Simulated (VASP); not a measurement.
# BN: single point with r2SCAN

The system is BN.

```
CELL_PARAMETERS angstrom
0.00000 1.80483 1.75989
1.80483 0.00000 1.75989
1.80483 1.80483 0.00000
ATOMIC_POSITIONS crystal
B 0.00000 0.00000 0.00000
N 0.25000 0.25000 0.25000
```

This cell differs from its parent crystal: uniaxial z strain -2.5%.

```
Program             : VASP 6.6.1
Task                : single point
Functional          : r2SCAN
Potentials or basis : VASP PAW PBE potentials, release 64 (B_h, N_h)
Cutoff              : 1460 eV
k mesh              : 12 × 12 × 12
Occupations         : gaussian, width 0.01 eV
Spin                : no spin polarisation
```

The pressure is 9.9 GPa and the band gap on the k mesh is 4.56 eV (least direct gap 9.42 eV).

Stress tensor (GPa, compression positive):
```
 4.47  0.00  0.00
 0.00  4.47  0.00
 0.00  0.00 20.64
```

Levels at points of the mesh, in eV from the valence-band top:
| k point | band 1 | band 2 | band 3 | band 4 | band 5 | band 6 | band 7 | band 8 |
| --- | --- | --- | --- | --- | --- | --- | --- | --- |
| (0.00, 0.00, 0.00) | -21.79 | -0.25 | -0.25 | 0.00 | 9.42 | 9.60 | 9.60 | 11.41 |
| (0.50, 0.00, 0.00) | -17.35 | -11.52 | -2.44 | -2.03 | 10.77 | 11.34 | 11.91 | 16.58 |
| (0.50, 0.50, 0.00) | -15.69 | -9.42 | -5.64 | -5.64 | 4.56 | 9.41 | 19.64 | 19.64 |
| (0.50, 0.00, 0.50) | -15.99 | -9.80 | -5.29 | -5.27 | 5.03 | 10.04 | 19.35 | 19.75 |

Wall time 3.3 min on 1 thread of AMD EPYC 7R13 Processor (Zen 3) (shared host), peak memory 0.21 GiB.

Caveat: the cell differs from its parent crystal (uniaxial z strain -2.5%); the stress differs along the axes, from 4 to 21 GPa; the PAW data sets were made with another functional, which shifts forces and pressure a little. A k mesh can miss the band edges.
